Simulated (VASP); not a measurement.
# TaN (Fmm2) in VASP: notebook

The runs below take TaN through single point, with LDA.

Everything below comes from runs of VASP 6.6.1. Logs are shortened: lines on timing, memory, paths and dates and some standing lists are left out, and cuts for length are marked.

**1. The cell of the first run**

Symmetry: Fmm2, No. 42, orthorhombic system. The conventional cell has a = 4.291 Å, b = 4.349 Å, c = 4.291 Å, α = 90.00°, β = 90.00°, γ = 90.00°. Ta (site symmetry mm2) has 6 N at 2.02 to 2.28 Å within 2.7 Å. N (site symmetry mm2) has 6 Ta at 2.02 to 2.28 Å within 2.7 Å.

**2. Single point, LDA (atoms displaced along a vibrational mode, the cell strained)**

File INCAR:

```
SYSTEM = TaN
PREC     = Accurate       ! precision mode
ENCUT    = 700            ! plane-wave cutoff, eV
EDIFF    = 1E-6           ! SCF threshold, eV
ISMEAR   = 0              ! smearing method
SIGMA    = 0.15           ! smearing width, eV
LREAL    = .FALSE.        ! projectors in reciprocal space
LASPH    = .TRUE.         ! aspherical terms in the spheres
NELM     = 120            ! most SCF steps
ALGO     = Normal         ! electronic algorithm
ISIF     = 2              ! what is computed and relaxed
LWAVE    = .FALSE.        ! write WAVECAR
LCHARG   = .FALSE.        ! write CHGCAR
NBANDS   = 16             ! bands
GGA_COMPAT= .FALSE.
```

File KPOINTS:

```
Automatic mesh
0
G
  18 18 18
  0 0 0
```

File POSCAR:

```
TaN
1.0
    0.0000000000      2.1453515913      2.1742693740
    2.1453515913      0.0000000000      2.1742693740
    2.1453515913      2.1453515913      0.0000000000
Ta N
1 1
Direct
    0.4978193580      0.5021806420      0.5021806420
    0.0281703825     -0.0281703825     -0.0281703825
```

Potentials or basis: VASP PAW LDA potentials, release 64 (Ta_sv_GW, N).

On the command line:

```
$ cat potpaw_LDA.64/Ta_sv_GW/POTCAR potpaw_LDA.64/N/POTCAR > POTCAR
$ mpirun -np 1 vasp_std > vasp.out
```

OUTCAR:

```text
SYSTEM = TaN
   PREC = Accurate
   ENCUT = 700
   EDIFF = 1E-6
   ISMEAR = 0
   LREAL = .FALSE.
   LASPH = .TRUE.
   NELM = 120
   ISIF = 2

 ion  position               nearest neighbor table
   1  0.498  0.502  0.502-   2 2.02   2 2.15   2 2.15   2 2.18   2 2.18   2 2.28
   2  0.028  0.972  0.972-   1 2.02   1 2.15   1 2.15   1 2.18   1 2.18   1 2.28

  LATTYP: Found a body centered tetragonal cell.
 ALAT       =     3.0339853165
 C/A-ratio  =     1.4332761350

  Lattice vectors:

 A1 = (  -2.1453515913,   0.0000000000,   2.1742693740)
 A2 = (   2.1453515913,   0.0000000000,   2.1742693740)
 A3 = (   0.0000000000,   2.1453515913,  -2.1742693740)

Analysis of symmetry for initial positions (statically):
=====================================================================
 Subroutine PRICEL returns:
 Original cell was already a primitive cell.

 Routine SETGRP: Setting up the symmetry group for a
 body centered tetragonal supercell.

 Subroutine GETGRP returns: Found  4 space group operations
 (whereof  4 operations were pure point group operations)
 out of a pool of 16 trial point group operations.

The static configuration has the point symmetry C_2v.

Analysis of symmetry for dynamics (positions and initial velocities):
=====================================================================
 Subroutine PRICEL returns:
 Original cell was already a primitive cell.

 Routine SETGRP: Setting up the symmetry group for a
 body centered tetragonal supercell.

 Subroutine GETGRP returns: Found  4 space group operations
 (whereof  4 operations were pure point group operations)
 out of a pool of 16 trial point group operations.

The dynamic configuration has the point symmetry C_2v.

 Subroutine INISYM returns: Found  4 space group operations
 (whereof  4 operations are pure point group operations),
 and found     1 'primitive' translations

----------------------------------------------------------------------------------------

                                     Primitive cell

  volume of cell :      20.0143

  direct lattice vectors                    reciprocal lattice vectors
     0.000000000  2.145351591  2.174269374    -0.233062031  0.233062031  0.229962306
     2.145351591  0.000000000  2.174269374     0.233062031 -0.233062031  0.229962306
     2.145351591  2.145351591  0.000000000     0.233062031  0.233062031 -0.229962306

  length of vectors
     3.054501721  3.054501721  3.033985316     0.401893622  0.401893622  0.401893622

  position of ions in fractional coordinates (direct lattice)
     0.497819358  0.502180642  0.502180642
     0.028170383  0.971829617  0.971829617

  ion indices of the primitive-cell ions
   primitive index   ion index
                 1           1
                 2           2

----------------------------------------------------------------------------------------

 KPOINTS: Automatic mesh

Automatic generation of k-mesh.
 Grid dimensions read from file:
 generate k-points for:   18   18   18

 Generating k-lattice:

  Cartesian coordinates                     Fractional coordinates (reciprocal lattice)
    -0.012947891  0.012947891  0.012775684     0.055555556  0.000000000  0.000000000
     0.012947891 -0.012947891  0.012775684     0.000000000  0.055555556  0.000000000
     0.012947891  0.012947891 -0.012775684     0.000000000  0.000000000  0.055555556

  Length of vectors
     0.022327423  0.022327423  0.022327423

  Shift w.r.t. Gamma in fractional coordinates (k-lattice)
     0.000000000  0.000000000  0.000000000

 Subroutine IBZKPT returns following result:
 ===========================================

 Found    865 irreducible k-points:

 Following reciprocal coordinates:
            Coordinates               Weight
  0.000000  0.000000  0.000000      1.000000
  0.055556  0.000000  0.000000      8.000000
  0.111111  0.000000  0.000000      8.000000
  0.166667  0.000000  0.000000      8.000000
  0.222222 -0.000000  0.000000      8.000000
  0.277778  0.000000  0.000000      8.000000
[... 16 lines left out ...]
 -0.277778  0.055556  0.000000      8.000000
 -0.222222  0.055556  0.000000      8.000000
 [... further k-points ...]
   k-points           NKPTS =    865   k-points in BZ     NKDIM =    865   number of bands    NBANDS=     16
   number of dos      NEDOS =    301   number of ions     NIONS =      2
   total plane-waves  NPLWV =  21952
   dimension x,y,z NGX =    28 NGY =   28 NGZ =   28
   dimension x,y,z NGXF=    56 NGYF=   56 NGZF=   56
   ions per type =               1   1
   NGX,Y,Z   is equivalent  to a cutoff of  15.24, 15.24, 15.34 a.u.
   NGXF,Y,Z  is equivalent  to a cutoff of  30.48, 30.48, 30.68 a.u.
 SYSTEM =  TaN
   PREC   = accura    normal or accurate (medium, high low for compatibility)
   ISTART =      0    job   : 0-new  1-cont  2-samecut
   ICHARG =      2    charge: 1-file 2-atom 10-const
   ISPIN  =      1    spin polarized calculation?
   LNONCOLLINEAR =      F non collinear calculations
   LSORBIT =      F    spin-orbit coupling
   LASPH  =      T    aspherical Exc in radial PAW
   ENCUT  =  700.0 eV  51.45 Ry    7.17 a.u.   6.59  6.59  6.55*2*pi/ulx,y,z
   NELM   =    120;   NELMIN=  2; NELMDL= -5     # of ELM steps
   EDIFF  = 0.1E-05   stopping-criterion for ELM
   LREAL  =      F    real-space projection
   EDIFFG = 0.1E-04   stopping-criterion for IOM
   NSW    =      0    number of steps for IOM
   IBRION =     -1    ionic relax: 0-MD 1-quasi-New 2-CG
   NFREE  =      0    steps in history (QN), initial steepest desc. (CG)
   ISIF   =      2    stress and relaxation
   ISYM   =      2    0-nonsym 1-usesym 2-fastsym
   POTIM  = 0.5000    time-step for ionic-motion
   TEBEG  =    0.0;   TEEND  =   0.0 temperature during run
   PSTRESS=    0.0 pullay stress
   NELECT =      18.0000    total number of electrons
   NUPDOWN=      -1.0000    fix difference up-down
   EMIN   =  10.00;   EMAX   =-10.00  energy-range for DOS
   EFERMI =   0.00;   METHOD = LEGACY
   ISMEAR =     0;   SIGMA  =   0.15  broadening in eV -4-tet -1-fermi 0-gaus
   EFERMI_NEDOS =   21; number of points for ismear=-14 and -15
   IALGO  =     38    algorithm
   IMIX   =      4    mixing-type and parameters
     AMIX     =   0.40;   BMIX     =  1.00
     AMIX_MAG =   1.60;   BMIX_MAG =  1.00
  volume/ion in A,a.u.               =      10.01        67.53
  Fermi-wavevector in a.u.,A,eV,Ry     =   1.580225  2.986192 33.975254  2.497111
  Thomas-Fermi vector in A             =   2.680485
   LORBIT       =      0    0 simple, 1 ext, 2 COOP (PROOUT), +10 PAW based schemes
   GGA     = CA    functional components
   LHFCALC =     F    Hartree Fock is set to
   AEXX    =    0.0000 exact exchange contribution
   IVDW    =     0    specifies the selected vdW correction
   LEPSILON=     F    determine dielectric tensor
   LRPA    =     F    only Hartree local field effects (RPA)
 non-spin polarized calculation
 Gauss-broadening in eV      SIGMA  =   0.15
  energy-cutoff  :      700.00
  volume of cell :       20.01
 maximum number of plane-waves:       877
   NGX = 13   NGY = 13   NGZ = 13

 number of electron      17.9999999 magnetization

 Free energy of the ion-electron system (eV)
  ---------------------------------------------------
  ext. energy  EPLUGINS =         0.00000000
  ---------------------------------------------------
  free energy    TOTEN  =       -26.54818556 eV

  energy without entropy =      -26.54003320  energy(sigma->0) =      -26.54410938

 E-fermi :  14.4087     XC(G=0): -14.4087

 val. band max:       14.4080351410   @ k =   0.3333   0.1111   0.0556
 cond. band min:      14.4094190449   @ k =   0.0000  -0.0556  -0.3889
 fundamental gap:      0.0013839040
 Fermi energy:        14.4087299945

 k-point     1 :       0.0000    0.0000    0.0000
  band No.  band energies     occupation
      1     -54.5466      2.00000
      2     -20.9769      2.00000
      3     -20.9523      2.00000
      4     -20.9475      2.00000
      5      -4.6341      2.00000
      6       9.9998      2.00000
[... 8 lines left out ...]
     15      23.6533      0.00000
     16      39.2198      0.00000

 k-point     2 :       0.0556    0.0000    0.0000
  band No.  band energies     occupation
      1     -54.5442      2.00000
      2     -21.0018      2.00000
      3     -20.9648      2.00000
      4     -20.9529      2.00000
      5      -4.5482      2.00000
      6       9.5058      2.00000
[... 8 lines left out ...]
     15      23.9033      0.00000
     16      38.2274      0.00000

 k-point     3 :       0.1111    0.0000    0.0000
  band No.  band energies     occupation
      1     -54.5374      2.00000
      2     -21.1014      2.00000
      3     -20.9774      2.00000
      4     -20.9625      2.00000
      5      -4.2985      2.00000
      6       8.7077      2.00000
[... 8 lines left out ...]
     15      24.6119      0.00000
     16      36.2439      0.00000

 k-point     4 :       0.1667    0.0000    0.0000
  band No.  band energies     occupation
      1     -54.5270      2.00000
      2     -21.2556      2.00000
      3     -20.9918      2.00000
      4     -20.9767      2.00000
      5      -3.9079      2.00000
      6       7.7978      2.00000
[... 8 lines left out ...]
     15      25.6482      0.00000
     16      34.2682      0.00000

 k-point     5 :       0.2222   -0.0000    0.0000
  band No.  band energies     occupation
      1     -54.5142      2.00000
      2     -21.4397      2.00000
      3     -21.0090      2.00000
      4     -20.9936      2.00000
      5      -3.4100      2.00000
      6       6.8498      2.00000
[... 8 lines left out ...]
     15      26.7294      0.00000
     16      32.7067      0.00000

 k-point     6 :       0.2778    0.0000    0.0000
  band No.  band energies     occupation
      1     -54.5006      2.00000
      2     -21.6294      2.00000
      3     -21.0277      2.00000
      4     -21.0110      2.00000
      5      -2.8469      2.00000
      6       5.9202      2.00000
[... 8 lines left out ...]
     15      27.2888      0.00000
     16      31.7172      0.00000
[... 267 lines left out ...]
 k-point    21 :      -0.3889    0.0556    0.0000
  band No.  band energies     occupation
      1     -54.4733      2.00000
      2     -21.9679      2.00000
      3     -21.0934      2.00000
      4     -21.0398      2.00000
      5      -1.5996      2.00000
      6       4.1822      2.00000
[... 8 lines left out ...]
     15      26.7919      0.00000
     16      27.9169      0.00000

 k-point    22 :      -0.3333    0.0556    0.0000
  band No.  band energies     occupation
      1     -54.4824      2.00000
      2     -21.8505      2.00000
      3     -21.0832      2.00000
      4     -21.0240      2.00000
      5      -2.0650      2.00000
      6       4.8003      2.00000
[... 8 lines left out ...]
     15      27.0401      0.00000
     16      28.9911      0.00000

 k-point    23 :      -0.2778    0.0556    0.0000
  band No.  band energies     occupation
      1     -54.4945      2.00000
      2     -21.6933      2.00000
      3     -21.0666      2.00000
      4     -21.0066      2.00000
      5      -2.6114      2.00000
      6       5.5775      2.00000
[... 8 lines left out ...]
     15      27.3686      0.00000
     16      30.2658      0.00000

 k-point    24 :      -0.2222    0.0556    0.0000
  band No.  band energies     occupation
      1     -54.5078      2.00000
      2     -21.5131      2.00000
      3     -21.0454      2.00000
      4     -20.9897      2.00000
      5      -3.1682      2.00000
      6       6.4471      2.00000
[... 8 lines left out ...]
     15      27.1518      0.00000
     16      31.5191      0.00000

 [... further k-points ...]

------------------------ aborting loop because EDIFF is reached ----------------------------------------

  FORCE on cell =-STRESS in cart. coord.  units (eV):
  Direction    XX          YY          ZZ          XY          YZ          ZX
  --------------------------------------------------------------------------------------
  -------------------------------------------------------------------------------------
  Total        3.2768454      1.9577547      0.6416247      0.0000000      0.0000000      0.0000000
  in kB      262.3168757    156.7214922     51.3631178      0.0000000      0.0000000      0.0000000
  external PRESSURE =     156.8004952 kB  Pullay stress =       0.0000000 kB

 VOLUME and BASIS-vectors are now :
 -----------------------------------------------------------------------------
  energy-cutoff  :      700.00
  volume of cell :       20.01
      direct lattice vectors                 reciprocal lattice vectors
     0.000000000  2.145351591  2.174269374    -0.233062031  0.233062031  0.229962306
     2.145351591  0.000000000  2.174269374     0.233062031 -0.233062031  0.229962306
     2.145351591  2.145351591  0.000000000     0.233062031  0.233062031 -0.229962306

 POSITION                                       TOTAL-FORCE (eV/Angst)
 -----------------------------------------------------------------------------------
      2.15471      2.14535      2.17427        -1.618829      0.000000      0.000000
      4.16983      2.14535      2.17427         1.618829      0.000000      0.000000
 -----------------------------------------------------------------------------------
    total drift:                               -0.000098     -0.000000     -0.000000

  FREE ENERGIE OF THE ION-ELECTRON SYSTEM (eV)
  ---------------------------------------------------
  free  energy   TOTEN  =       -26.5481855637 eV

  energy  without entropy=      -26.5400332031  energy(sigma->0) =      -26.54410938
```

Wall time 6.1 min (1 thread of Intel Xeon Platinum 8375C at 2.90GHz (Ice Lake), shared host); peak memory 0.56 GiB.

What came out:

```
Free energy            : -26.5482 eV
Pressure               : 15.7 GPa
Largest force          : 1.619 eV/Å
Band gap on the k mesh : zero (bands 9 and 10 overlap by 3.89 eV)
```

Forces in eV/Å, atoms in the order of the input:
```
Ta  -1.619  0.000  0.000
N    1.619  0.000  0.000
```

Caveat: the cell differs from its parent crystal (atoms displaced along a vibrational mode, the cell strained); the stress differs along the axes, from 5 to 26 GPa; spin-orbit coupling is left out, which moves the levels of the heavy elements; forces of over 1 eV/Å act on the atoms, so gaps and moduli don't describe the material at rest.

**3. Single point, LDA (atoms displaced along a vibrational mode, the cell strained)**

File INCAR:

```
SYSTEM = TaN
PREC     = Accurate       ! precision mode
ENCUT    = 700            ! plane-wave cutoff, eV
EDIFF    = 1E-6           ! SCF threshold, eV
ISMEAR   = 0              ! smearing method
SIGMA    = 0.15           ! smearing width, eV
LREAL    = .False.        ! projectors in reciprocal space
LASPH    = .True.         ! aspherical terms in the spheres
NELM     = 120            ! most SCF steps
ALGO     = Normal         ! electronic algorithm
ISIF     = 2              ! what is computed and relaxed
LWAVE    = .False.        ! write WAVECAR
LCHARG   = .True.         ! write CHGCAR
GGA      = CA             ! functional
LELF     = .True.         ! ELF
LVHAR    = .True.       
NBANDS   = 16             ! bands
GGA_COMPAT= .False.
```

File KPOINTS:

```
Automatic mesh
0
Gamma
  18 18 18
  0 0 0
```

File POSCAR:

```
TaN
1.0
    0.0000000000      2.1162163817      2.1742693740
    2.1162163817      0.0000000000      2.1742693740
    2.1162163817      2.1162163817      0.0000000000
Ta N
1 1
Direct
    0.4967281469      0.5032718531      0.5032718531
    0.0422670719     -0.0422670719     -0.0422670719
```

Potentials or basis: VASP PAW LDA potentials, release 64 (Ta_sv_GW, N).

On the command line:

```
$ cat potpaw_LDA.64/Ta_sv_GW/POTCAR potpaw_LDA.64/N/POTCAR > POTCAR
$ mpirun -np 1 vasp_std > vasp.out
```

Run time: 6.4 min. Hardware: 1 thread of AMD EPYC 7R43 (Zen 3), shared host; peak memory 0.52 GiB.

It converged, with:

```yaml
Free_energy: -26.2820 eV
Pressure: 34.2 GPa
Largest_force: 3.241 eV/Å
Band_gap_on_the_k_mesh: zero (bands 9 and 10 overlap by 3.70 eV)
```

Forces on the atoms (eV/Å):
```
Ta  -3.241  0.000  0.000
N    3.241  0.000  0.000
```

Stress tensor (GPa, compression positive):
```
60.27  0.00  0.00
 0.00 32.44  0.00
 0.00  0.00  9.99
```

Levels at points of the mesh, in eV from the Fermi level:
```
           k point  band 5  band 6  band 7  band 8  band 9  band 10  band 11  band 12  band 13  band 14
(0.00, 0.00, 0.00)  -19.19   -4.95   -4.86   -4.65   -2.10    -1.31    -1.21    -0.06     1.39     2.68
(0.50, 0.00, 0.00)  -15.62  -10.89   -8.13   -8.02    1.96     2.28     2.49     4.20     7.54     9.12
(0.50, 0.50, 0.00)  -17.93   -7.09   -6.81   -4.73   -3.27     2.85     4.15     4.20     5.36     7.81
(0.50, 0.00, 0.50)  -17.90   -7.13   -6.49   -4.75   -3.51     2.76     3.99     4.37     5.43     8.06
(0.00, 0.50, 0.50)  -17.88   -6.29   -5.99   -4.81   -4.65     2.52     3.94     4.36     4.80     7.07
```

Caveat: the cell differs from its parent crystal (atoms displaced along a vibrational mode, the cell strained); the stress differs along the axes, from 10 to 60 GPa; spin-orbit coupling is left out, which moves the levels of the heavy elements; forces of over 1 eV/Å act on the atoms, so gaps and moduli don't describe the material at rest.

(Continued in part 2 of 2.)
